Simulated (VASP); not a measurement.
# BN (P6_3/mmc) in VASP: further runs

BN is run at these levels: PBE; tasks: single point.

Program: VASP 6.6.1. These are calculated values, not measurements. Logs are shortened: lines on timing, memory, paths and dates and some standing lists are left out, and cuts for length are marked.

## 1. The cell of the first run

The structure is hexagonal, space group P6_3/mmc (No. 194). Conventional cell: a = 2.501 Å, b = 2.501 Å, c = 6.524 Å, α = 90.00°, β = 90.00°, γ = 120.00°. B (site symmetry -6m2) has 3 N at 1.44 Å within 1.9 Å. N (site symmetry -6m2) has 3 B at 1.44 Å within 1.9 Å.

## 2. Single point, PBE

Input file INCAR:

```
  ALGO = Normal
  EDIFF = 1E-6
  ENCUT = 520
  GGA = PE
  ISIF = 2
  ISMEAR = -1
  LASPH = True
  LCHARG = False
  LREAL = False
  LWAVE = False
  NBANDS = 16
  NELM = 60
  PREC = Accurate
  SIGMA = 0.5
```

Input file KPOINTS:

```
k-points
0
Gamma
  9 9 4
```

Input file POSCAR:

```
BN
1.0
    2.5005826042      0.0000000000      0.0000000000
   -1.2502913021      2.1655680595      0.0000000000
    0.0000000000      0.0000000000      6.5236361402
B N
2 2
Direct
    0.3333333333      0.6666666667      0.2500000000
    0.6666666667      0.3333333333      0.7500000000
    0.3333333333      0.6666666667      0.7500000000
    0.6666666667      0.3333333333      0.2500000000
```

Potentials or basis: VASP PAW PBE potentials, release 64 (B, N).

Run with:

```
$ cat potpaw_PBE.64/B/POTCAR potpaw_PBE.64/N/POTCAR > POTCAR
$ mpirun -np 1 vasp_std > vasp.out
```

OUTCAR:

```text
EDIFF = 1E-6
   ENCUT = 520
   GGA = PE
   ISIF = 2
   ISMEAR = -1
   LASPH = True
   LREAL = False
   NELM = 60
   PREC = Accurate

 ion  position               nearest neighbor table
   1  0.333  0.667  0.250-   4 1.44   4 1.44   4 1.44
   2  0.667  0.333  0.750-   3 1.44   3 1.44   3 1.44
   3  0.333  0.667  0.750-   2 1.44   2 1.44   2 1.44
   4  0.667  0.333  0.250-   1 1.44   1 1.44   1 1.44

  LATTYP: Found a hexagonal cell.
 ALAT       =     2.5005826042
 C/A-ratio  =     2.6088464861

  Lattice vectors:

 A1 = (   2.5005826042,   0.0000000000,   0.0000000000)
 A2 = (  -1.2502913021,   2.1655680595,   0.0000000000)
 A3 = (   0.0000000000,   0.0000000000,   6.5236361402)

Analysis of symmetry for initial positions (statically):
=====================================================================
 Subroutine PRICEL returns:
 Original cell was already a primitive cell.

 Routine SETGRP: Setting up the symmetry group for a
 hexagonal supercell.

 Subroutine GETGRP returns: Found 24 space group operations
 (whereof 12 operations were pure point group operations)
 out of a pool of 24 trial point group operations.

The static configuration has the point symmetry D_3d.
 The point group associated with its full space group is D_6h.

Analysis of symmetry for dynamics (positions and initial velocities):
=====================================================================
 Subroutine PRICEL returns:
 Original cell was already a primitive cell.

 Routine SETGRP: Setting up the symmetry group for a
 hexagonal supercell.

 Subroutine GETGRP returns: Found 24 space group operations
 (whereof 12 operations were pure point group operations)
 out of a pool of 24 trial point group operations.

The dynamic configuration has the point symmetry D_3d.
 The point group associated with its full space group is D_6h.

 Subroutine INISYM returns: Found 24 space group operations
 (whereof 12 operations are pure point group operations),
 and found     1 'primitive' translations

----------------------------------------------------------------------------------------

                                     Primitive cell

  volume of cell :      35.3267

  direct lattice vectors                    reciprocal lattice vectors
     2.500582604  0.000000000  0.000000000     0.399906805  0.230886302  0.000000000
    -1.250291302  2.165568059  0.000000000     0.000000000  0.461772603  0.000000000
     0.000000000  0.000000000  6.523636140     0.000000000  0.000000000  0.153288745

  length of vectors
     2.500582604  2.500582604  6.523636140     0.461772603  0.461772603  0.153288745

  position of ions in fractional coordinates (direct lattice)
     0.333333333  0.666666667  0.250000000
     0.666666667  0.333333333  0.750000000
     0.333333333  0.666666667  0.750000000
     0.666666667  0.333333333  0.250000000

  ion indices of the primitive-cell ions
   primitive index   ion index
                 1           1
                 2           2
                 3           3
                 4           4

----------------------------------------------------------------------------------------

 KPOINTS: k-points

Automatic generation of k-mesh.
 Grid dimensions read from file:
 generate k-points for:    9    9    4

 Generating k-lattice:

  Cartesian coordinates                     Fractional coordinates (reciprocal lattice)
     0.044434089  0.025654034  0.000000000     0.111111111 -0.000000000  0.000000000
     0.000000000  0.051308067  0.000000000     0.000000000  0.111111111  0.000000000
     0.000000000  0.000000000  0.038322186     0.000000000  0.000000000  0.250000000

  Length of vectors
     0.051308067  0.051308067  0.038322186

  Shift w.r.t. Gamma in fractional coordinates (k-lattice)
     0.000000000  0.000000000  0.000000000

 Subroutine IBZKPT returns following result:
 ===========================================

 Found     36 irreducible k-points:

 Following reciprocal coordinates:
            Coordinates               Weight
  0.000000  0.000000  0.000000      1.000000
  0.111111  0.000000  0.000000      6.000000
  0.222222 -0.000000  0.000000      6.000000
  0.333333 -0.000000  0.000000      6.000000
  0.444444 -0.000000  0.000000      6.000000
  0.111111  0.111111  0.000000      6.000000
[... 16 lines left out ...]
  0.333333  0.222222  0.250000     24.000000
  0.333333  0.333333  0.250000      4.000000
 [... further k-points ...]
   k-points           NKPTS =     36   k-points in BZ     NKDIM =     36   number of bands    NBANDS=     16
   number of dos      NEDOS =    301   number of ions     NIONS =      4
   total plane-waves  NPLWV =  20000
   dimension x,y,z NGX =    20 NGY =   20 NGZ =   50
   dimension x,y,z NGXF=    40 NGYF=   40 NGZF=  100
   ions per type =               2   2
   NGX,Y,Z   is equivalent  to a cutoff of  13.30, 13.30, 12.74 a.u.
   NGXF,Y,Z  is equivalent  to a cutoff of  26.59, 26.59, 25.48 a.u.
 SYSTEM =  unknown system
   PREC   = accura    normal or accurate (medium, high low for compatibility)
   ISTART =      0    job   : 0-new  1-cont  2-samecut
   ICHARG =      2    charge: 1-file 2-atom 10-const
   ISPIN  =      1    spin polarized calculation?
   LNONCOLLINEAR =      F non collinear calculations
   LSORBIT =      F    spin-orbit coupling
   LASPH  =      T    aspherical Exc in radial PAW
   ENCUT  =  520.0 eV  38.22 Ry    6.18 a.u.   4.65  4.65 12.13*2*pi/ulx,y,z
   NELM   =     60;   NELMIN=  2; NELMDL= -5     # of ELM steps
   EDIFF  = 0.1E-05   stopping-criterion for ELM
   LREAL  =      F    real-space projection
   EDIFFG = 0.1E-04   stopping-criterion for IOM
   NSW    =      0    number of steps for IOM
   IBRION =     -1    ionic relax: 0-MD 1-quasi-New 2-CG
   NFREE  =      0    steps in history (QN), initial steepest desc. (CG)
   ISIF   =      2    stress and relaxation
   ISYM   =      2    0-nonsym 1-usesym 2-fastsym
   POTIM  = 0.5000    time-step for ionic-motion
   TEBEG  =    0.0;   TEEND  =   0.0 temperature during run
   PSTRESS=    0.0 pullay stress
   NELECT =      16.0000    total number of electrons
   NUPDOWN=      -1.0000    fix difference up-down
   EMIN   =  10.00;   EMAX   =-10.00  energy-range for DOS
   EFERMI =   0.00;   METHOD = LEGACY
   ISMEAR =    -1;   SIGMA  =   0.50  broadening in eV -4-tet -1-fermi 0-gaus
   EFERMI_NEDOS =   21; number of points for ismear=-14 and -15
   IALGO  =     38    algorithm
   IMIX   =      4    mixing-type and parameters
     AMIX     =   0.40;   BMIX     =  1.00
     AMIX_MAG =   1.60;   BMIX_MAG =  1.00
  volume/ion in A,a.u.               =       8.83        59.60
  Fermi-wavevector in a.u.,A,eV,Ry     =   1.257228  2.375816 21.505657  1.580621
  Thomas-Fermi vector in A             =   2.390897
   LORBIT       =      0    0 simple, 1 ext, 2 COOP (PROOUT), +10 PAW based schemes
   GGA     = PE    functional components
   LHFCALC =     F    Hartree Fock is set to
   AEXX    =    0.0000 exact exchange contribution
   IVDW    =     0    specifies the selected vdW correction
   LEPSILON=     F    determine dielectric tensor
   LRPA    =     F    only Hartree local field effects (RPA)
 non-spin polarized calculation
  energy-cutoff  :      520.00
  volume of cell :       35.33
 maximum number of plane-waves:       973
 NGX is ok and might be reduce to    20
   NGX =  9   NGY =  9   NGZ = 25

 number of electron      15.9999997 magnetization

 Free energy of the ion-electron system (eV)
  ---------------------------------------------------
  ext. energy  EPLUGINS =         0.00000000
  ---------------------------------------------------
  free energy    TOTEN  =       -35.14308948 eV

  energy without entropy =      -35.10297345  energy(sigma->0) =      -35.12303147

 E-fermi :   4.6583     XC(G=0): -10.1972

 val. band max:        2.4287909470   @ k =   0.3333   0.3333   0.5000
 cond. band min:       6.8165096967   @ k =   0.4444   0.1111   0.0000
 fundamental gap:      4.3877187497
 Fermi energy:         4.6583498597

 k-point     1 :       0.0000    0.0000    0.0000
  band No.  band energies     occupation
      1     -15.4112      2.00000
      2     -15.0751      2.00000
      3      -3.8809      2.00000
      4      -1.5704      1.99999
      5       1.1046      1.99836
      6       1.1046      1.99836
[... 8 lines left out ...]
     15      14.8224      0.00000
     16      15.5227      0.00000

 k-point     2 :       0.1111    0.0000    0.0000
  band No.  band energies     occupation
      1     -15.1689      2.00000
      2     -14.8421      2.00000
      3      -3.5483      2.00000
      4      -1.2744      1.99999
      5       0.1438      1.99976
      6       0.1847      1.99974
[... 8 lines left out ...]
     15      15.1841      0.00000
     16      15.6253      0.00000

 k-point     3 :       0.2222   -0.0000    0.0000
  band No.  band energies     occupation
      1     -14.4670      2.00000
      2     -14.1690      2.00000
      3      -2.5735      2.00000
      4      -2.0616      2.00000
      5      -1.9968      2.00000
      6      -0.4223      1.99992
[... 8 lines left out ...]
     15      17.6976      0.00000
     16      17.8254      0.00000

 k-point     4 :       0.3333   -0.0000    0.0000
  band No.  band energies     occupation
      1     -13.4131      2.00000
      2     -13.1712      2.00000
      3      -4.4768      2.00000
      4      -4.3810      2.00000
      5      -1.1631      1.99998
      6      -1.0910      1.99998
[... 8 lines left out ...]
     15      18.2504      0.00000
     16      21.0565      0.00000

 k-point     5 :       0.4444   -0.0000    0.0000
  band No.  band energies     occupation
      1     -12.3828      2.00000
      2     -12.2519      2.00000
      3      -6.2210      2.00000
      4      -6.1340      2.00000
      5      -1.6564      1.99999
      6      -1.5806      1.99999
[... 8 lines left out ...]
     15      17.8122      0.00000
     16      21.6949      0.00000

 k-point     6 :       0.1111    0.1111    0.0000
  band No.  band energies     occupation
      1     -14.6961      2.00000
      2     -14.3881      2.00000
      3      -2.8939      2.00000
      4      -1.2514      1.99999
      5      -1.2254      1.99998
      6      -0.6992      1.99996
[... 8 lines left out ...]
     15      16.3754      0.00000
     16      17.7676      0.00000

 k-point     7 :       0.2222    0.1111    0.0000
  band No.  band energies     occupation
      1     -13.8087      2.00000
      2     -13.5418      2.00000
      3      -3.3519      2.00000
      4      -3.2898      2.00000
      5      -1.6395      1.99999
      6      -1.3477      1.99999
[... 8 lines left out ...]
     15      17.5213      0.00000
     16      18.3359      0.00000

 k-point     8 :       0.3333    0.1111    0.0000
  band No.  band energies     occupation
      1     -12.7100      2.00000
      2     -12.5220      2.00000
      3      -5.4047      2.00000
      4      -5.3123      2.00000
      5      -2.1248      2.00000
      6      -2.0436      2.00000
[... 8 lines left out ...]
     15      17.6204      0.00000
     16      20.9335      0.00000

 k-point     9 :       0.4444    0.1111    0.0000
  band No.  band energies     occupation
      1     -12.0671      2.00000
      2     -11.9893      2.00000
      3      -6.3488      2.00000
      4      -6.2690      2.00000
      5      -2.3940      2.00000
      6      -2.3094      2.00000
[... 8 lines left out ...]
     15      16.6489      0.00000
     16      21.3383      0.00000
[... 172 lines left out ...]
 k-point    19 :       0.2222    0.1111    0.2500
  band No.  band energies     occupation
      1     -13.7715      2.00000
      2     -13.5829      2.00000
      3      -3.3496      2.00000
      4      -3.3038      2.00000
      5      -1.4063      1.99999
      6      -1.3268      1.99999
[... 8 lines left out ...]
     15      17.8632      0.00000
     16      18.2863      0.00000

 k-point    20 :       0.3333    0.1111    0.2500
  band No.  band energies     occupation
      1     -12.6832      2.00000
      2     -12.5503      2.00000
      3      -5.3947      2.00000
      4      -5.3291      2.00000
      5      -2.1144      2.00000
      6      -2.0568      2.00000
[... 8 lines left out ...]
     15      18.2036      0.00000
     16      20.5592      0.00000

 k-point    21 :       0.4444    0.1111    0.2500
  band No.  band energies     occupation
      1     -12.0555      2.00000
      2     -12.0005      2.00000
      3      -6.3410      2.00000
      4      -6.2845      2.00000
      5      -2.3827      2.00000
      6      -2.3228      2.00000
[... 8 lines left out ...]
     15      17.5730      0.00000
     16      21.0318      0.00000

 k-point    22 :       0.2222    0.2222    0.2500
  band No.  band energies     occupation
      1     -12.8132      2.00000
      2     -12.6666      2.00000
      3      -4.6201      2.00000
      4      -4.6145      2.00000
      5      -2.8288      2.00000
      6      -2.7845      2.00000
[... 8 lines left out ...]
     15      16.9904      0.00000
     16      18.3802      0.00000

 k-point    23 :       0.3333    0.2222    0.2500
  band No.  band energies     occupation
      1     -11.9277      2.00000
      2     -11.8559      2.00000
      3      -5.7475      2.00000
      4      -5.6820      2.00000
      5      -3.6958      2.00000
      6      -3.6399      2.00000
[... 8 lines left out ...]
     15      18.0969      0.00000
     16      19.5194      0.00000

 k-point    24 :       0.3333    0.3333    0.2500
  band No.  band energies     occupation
      1     -11.5570      2.00000
      2     -11.5570      2.00000
      3      -5.5456      2.00000
      4      -5.4156      2.00000
      5      -4.7186      2.00000
      6      -4.7186      2.00000
[... 8 lines left out ...]
     15      19.7999      0.00000
     16      20.4243      0.00000

 [... further k-points ...]
[... 5 lines left out ...]
  --------------------------------------------------------------------------------------
  -------------------------------------------------------------------------------------
  Total        1.2123415      1.2123415      0.7611843      0.0000000      0.0000000      0.0000000
  in kB       54.9835500     54.9835500     34.5221350      0.0000000      0.0000000      0.0000000
  external PRESSURE =      48.1630783 kB  Pullay stress =       0.0000000 kB

 VOLUME and BASIS-vectors are now :
 -----------------------------------------------------------------------------
  energy-cutoff  :      520.00
  volume of cell :       35.33
      direct lattice vectors                 reciprocal lattice vectors
     2.500582604  0.000000000  0.000000000     0.399906805  0.230886302  0.000000000
    -1.250291302  2.165568059  0.000000000     0.000000000  0.461772603  0.000000000
     0.000000000  0.000000000  6.523636140     0.000000000  0.000000000  0.153288745

 POSITION                                       TOTAL-FORCE (eV/Angst)
 -----------------------------------------------------------------------------------
     -0.00000      1.44371      1.63091        -0.000000      0.000000      0.000000
      1.25029      0.72186      4.89273         0.000000     -0.000000      0.000000
     -0.00000      1.44371      4.89273         0.000000      0.000000      0.000000
      1.25029      0.72186      1.63091        -0.000000     -0.000000      0.000000
 -----------------------------------------------------------------------------------
    total drift:                               -0.000000      0.000000     -0.000000

  FREE ENERGIE OF THE ION-ELECTRON SYSTEM (eV)
  ---------------------------------------------------
  free  energy   TOTEN  =       -35.1430894848 eV

  energy  without entropy=      -35.1029734533  energy(sigma->0) =      -35.12303147
```

Wall time 23 s (1 thread of AMD EPYC 9R45 (Zen 5), shared host); peak memory 0.11 GiB.

Results:

| Property | Result |
| --- | --- |
| Free energy | -35.1431 eV |
| Pressure | 4.8 GPa |
| Band gap on the k mesh | 4.39 eV, indirect (least direct gap 4.65 eV) |

Caveat: this functional lacks dispersion, which binds the layers, so the pressure and a relaxed spacing across them are unreliable. A k mesh can miss the band edges.

## 3. Single point, PBE

Input file INCAR:

```
PREC = Accurate
ENCUT = 520
EDIFF = 1E-6
ISMEAR = 0
SIGMA = 0.05
LREAL = F
LASPH = T
NELM = 60
ALGO = Normal
ISIF = 2
LWAVE = F
LCHARG = T
GGA = PE
LELF = T
LVHAR = T
NBANDS = 16
```

Input file KPOINTS:

```
Automatic mesh
0
Gamma
  9 9 4
```

POSCAR is that of step 2.

Potentials or basis: VASP PAW PBE potentials, release 64 (B, N).

Run with:

```
$ cat potpaw_PBE.64/B/POTCAR potpaw_PBE.64/N/POTCAR > POTCAR
$ mpirun -np 1 vasp_std > vasp.out
```

Run time: 22 s. Hardware: 1 thread of AMD EPYC 9R45 (Zen 5), shared host; peak memory 0.11 GiB.

Results (log left out):

| Property | Result |
| --- | --- |
| Free energy | -35.1368 eV |
| Pressure | 4.7 GPa |
| Band gap on the k mesh | 4.38 eV, indirect (least direct gap 4.65 eV) |

Stress tensor (GPa, compression positive):
```
5.37 0.00 0.00
0.00 5.37 0.00
0.00 0.00 3.48
```

Levels at points of the mesh, in eV from the valence-band top:
```csv
k point,band 4,band 5,band 6,band 7,band 8,band 9,band 10,band 11,band 12,band 13
"(0.00, 0.00, 0.00)",-4.00,-1.33,-1.33,-1.28,-1.28,5.38,10.54,11.58,11.58,11.72
"(0.00, 0.00, 0.50)",-5.29,-1.30,-1.30,-1.30,-1.30,7.85,7.85,11.65,11.65,11.65
```

Caveat: this functional lacks dispersion, which binds the layers, so the pressure and a relaxed spacing across them are unreliable.
